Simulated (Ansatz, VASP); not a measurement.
# Two plane-wave programs on CoO

INCAR

```
PREC = Accurate
ENCUT = 600
EDIFF = 1E-6
ISMEAR = 0
SIGMA = 0.1
LREAL = F
LASPH = T
NELM = 150
ALGO = Normal
ISIF = 3
LWAVE = F
LCHARG = F
ISPIN = 2
MAGMOM = 3 0
LORBIT = 11
LMAXMIX = 4
GGA = PS
IBRION = 2
NSW = 80
EDIFFG = -0.01
```

KPOINTS

```
Automatic mesh
0
Gamma
  16 16 16
```

Contents of POSCAR:

```
CoO
1.0
    0.0000000000      2.1744804960      2.1744804960
    2.1744804960      0.0000000000      2.1744804960
    2.1744804960      2.1744804960      0.0000000000
Co O
1 1
Direct
    0.0000000000      0.0000000000      0.0000000000
    0.2500000000      0.2500000000      0.2500000000
```

Input for Ansatz:

```yaml
crystal:
  lattice:
    - [0.0, 2.174480496, 2.174480496]
    - [2.174480496, 0.0, 2.174480496]
    - [2.174480496, 2.174480496, 0.0]
  atoms:
    - { symbol: Co, position: [0.0, 0.0, 0.0], spin: 3.0 }
    - { symbol: O, position: [0.25, 0.25, 0.25] }
basis:
  ecutwfc: 420
kpoints:
  mp_grid: { grid: [16, 16, 16] }
hamiltonian:
  xc: pbesol
scf:
  occupations: { method: gaussian, width: 0.1 }
  lower_state_search: "off"
output:
  forces: true
  stress: true
  eigenvalues: true
  populations: true
magnetization:
  spin_polarized: true
relax:
  adjacent_minimum: "off"
  f_tol: 0.01
  max_steps: 60
  cell: { stress_tol: 0.05 }
```

Alike in both runs: task relaxation of cell and atoms; functional PBEsol; k mesh 16 × 16 × 16; occupations gaussian, width 0.1 eV; collinear spin.

|  | VASP | Ansatz |
| --- | --- | --- |
| version | VASP 6.6.1 | Ansatz 0.2.0 |
| potentials or method | VASP PAW PBE potentials, release 64 (Co, O), cutoff 600 eV | scalar-relativistic, plane waves, PAW |
| valence electrons in the cell | 15 | 23 |

|  | VASP | Ansatz | Ansatz less VASP |
| --- | --- | --- | --- |
| gap on the k mesh at the Fermi level, each at its own relaxed structure (eV) | none | none | - |
| net moment per atom (μB) | 0.90 | 0.92 | +0.013 |
| size of the moment on the site where the two differ most (μB) | 1.61 | 1.52 | -0.091 |
| relaxed volume (Å³/atom) | 10.24 | 10.28 | +0.037 |
| relaxed length of the cell vector where the two differ most in proportion (Å) | 3.071 | 3.075 | +0.0037 |

VASP's potentials were made for PBE, not for PBEsol. Site moments also hang on the region over which each program counts them. A gap of «none» marks a metal or a gap that the smearing closes. VASP's potentials hold 15 valence electrons a cell and Ansatz's 23, so a difference there can come from the potentials and not from the codes.
